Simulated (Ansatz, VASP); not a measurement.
## Zr in VASP and in Ansatz

```
Zr
1.0
     3.16738    0.00000    0.00000
    -1.58369    2.74303    0.00000
     0.00000    0.00000   10.32149
Zr
4
Cartesian
  0.0000 0.0000 0.0000
  0.0000 1.8287 2.5804
  0.0000 0.0000 5.1607
  1.5837 0.9143 7.7411
```

Alike in both runs: functional PBE; dispersion D3(BJ); k mesh 18 × 18 × 4; occupations gaussian, width 0.1 eV; no spin polarisation.

Ansatz relaxed the structure, and its values are those at the end. VASP's run is a single point on that final structure, the one shown.

|  | VASP | Ansatz |
| --- | --- | --- |
| version | VASP 6.6.1 | Ansatz 0.2.0 |
| potentials or method | VASP PAW PBE potentials, release 64 (Zr_sv), cutoff 500 eV | scalar-relativistic, plane waves, PAW |
| valence electrons in the cell | 48 | 48 |

|  | VASP | Ansatz | Ansatz less VASP |
| --- | --- | --- | --- |
| gap on the k mesh at the Fermi level (eV) | none | none | - |
| pressure (GPa) | 0.0 | 0.0 | -0.04 |

A gap of «none» marks a metal or a gap that the smearing closes.
